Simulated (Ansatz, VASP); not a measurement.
## MgO: VASP beside Ansatz

The input INCAR:

```
  PREC = Accurate
  ENCUT = 520
  EDIFF = 1E-7
  ISMEAR = 0
  SIGMA = 0.05
  LREAL = False
  LASPH = True
  NELM = 100
  ALGO = Normal
  ISIF = 2
  LWAVE = False
  LCHARG = False
  GGA = CA
  NBANDS = 11
```

Contents of KPOINTS:

```
regular mesh
0
Gamma
  9 9 8
```

POSCAR

```
MgO
1.0
    2.9380209034      0.0000000000      0.0000000000
   -1.4690104517      2.3917366948      0.0000000000
    0.0000000000      0.0000000000      2.6796800000
Mg O
1 1
Direct
    0.0000000000      0.0000000000      0.0000000000
    0.3333333333      0.6666666667      0.5000000000
```

Input for Ansatz:

```yaml
crystal:
  lattice:
    - [2.9380209034, 0.0, 0.0]
    - [-1.4690104517, 2.3917366948, 0.0]
    - [0.0, 0.0, 2.67968]
  atoms:
    - { symbol: Mg, position: [0.0, 0.0, 0.0] }
    - { symbol: O, position: [0.3333333333, 0.6666666667, 0.5] }
basis:
  ecutwfc: 420
kpoints:
  mp_grid: { grid: [9, 9, 8] }
hamiltonian:
  xc: lda
scf:
  occupations: { method: gaussian, width: 0.05 }
output:
  forces: true
  stress: true
  eigenvalues: true
```

Change from the starting cell: strain -0.0600 x Voigt [0, 1, 0, 0, 0, 0], atoms carried along.

Alike in both runs: task single point; functional LDA; k mesh 9 × 9 × 8; occupations gaussian, width 0.05 eV; no spin polarisation.

|  | VASP | Ansatz |
| --- | --- | --- |
| version | VASP 6.6.1 | Ansatz 0.2.0 |
| potentials or method | VASP PAW LDA potentials, release 64 (Mg, O), cutoff 520 eV | scalar-relativistic, plane waves, PAW |
| valence electrons in the cell | 8 | 16 |

Ansatz gave:

| Quantity | Value |
| --- | --- |
| gap on the k mesh at the Fermi level (eV) | 3.17 |
| least direct gap on the mesh (eV) | 3.62 |
| pressure (GPa) | -1.3 |
| traceless stress, the component that is largest in VASP (GPa) | 13.08 |
| rms of the force components (eV/Å) | 0.036 |

**Question.** Estimate VASP's values.

**Answer.** gap on the k mesh at the Fermi level (eV): 3.17; least direct gap on the mesh (eV): 3.62; pressure (GPa): -3.0; traceless stress, the component that is largest in VASP (GPa): 13.28; rms of the force components (eV/Å): 0.035.

LDA's correlation is that of Perdew and Zunger in VASP and of Perdew and Wang (1992) in Ansatz. Atom by atom the forces differ by 0.001 eV/Å (rms over components). VASP's potentials hold 8 valence electrons a cell and Ansatz's 16, so a difference there can come from the potentials and not from the codes.
